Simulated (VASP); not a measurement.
Input of a VASP 6.6.1 run:

Contents of INCAR:

```
SYSTEM = CoO
ALGO = Normal ; EDIFF = 1E-6
ENCUT = 520 ; GGA = PS
ISIF = 2 ; ISMEAR = 0
ISPIN = 2 ; LASPH = .True.
LCHARG = .False. ; LDAU = .True.
LDAUJ = 0 0 ; LDAUL = 2 -1
LDAUPRINT = 1 ; LDAUTYPE = 2
LDAUU = 1 0 ; LMAXMIX = 4
LORBIT = 11 ; LREAL = .False.
LWAVE = .False. ; MAGMOM = 3 -3 0 0
NBANDS = 27 ; NELM = 150
PREC = Accurate ; SIGMA = 0.05
```

Contents of KPOINTS:

```
k-points
0
Gamma
  16 16 8
  0 0 0
```

File POSCAR:

```
CoO
1.0
    2.5724608895      0.0000000000      0.0000000000
    0.0000000000      2.5724608895      0.0000000000
    0.0000000000      0.0000000000      5.1449217790
Co O
2 2
Direct
    0.0000000000      0.0000000000      0.0000000000
    0.0000000000      0.0000000000      0.5000000000
    0.5000000000      0.5000000000      0.2500000000
    0.5000000000      0.5000000000      0.7500000000
```

Potentials or basis: VASP PAW PBE potentials, release 64 (Co, O).

Run with:

```bash
$ cat potpaw_PBE.64/Co/POTCAR potpaw_PBE.64/O/POTCAR > POTCAR
$ mpirun -np 1 vasp_std > vasp.out
```

(1) What does it give for the net moment?

(2) Predict the pressure.

(3) Estimate the band gap on the k mesh.

## Answers

(1) 0.00 μB per cell.

(2) 0.1 GPa.

(3) 0.39 eV.

Caveat: the PAW data sets were made with another functional, which shifts forces and pressure a little.
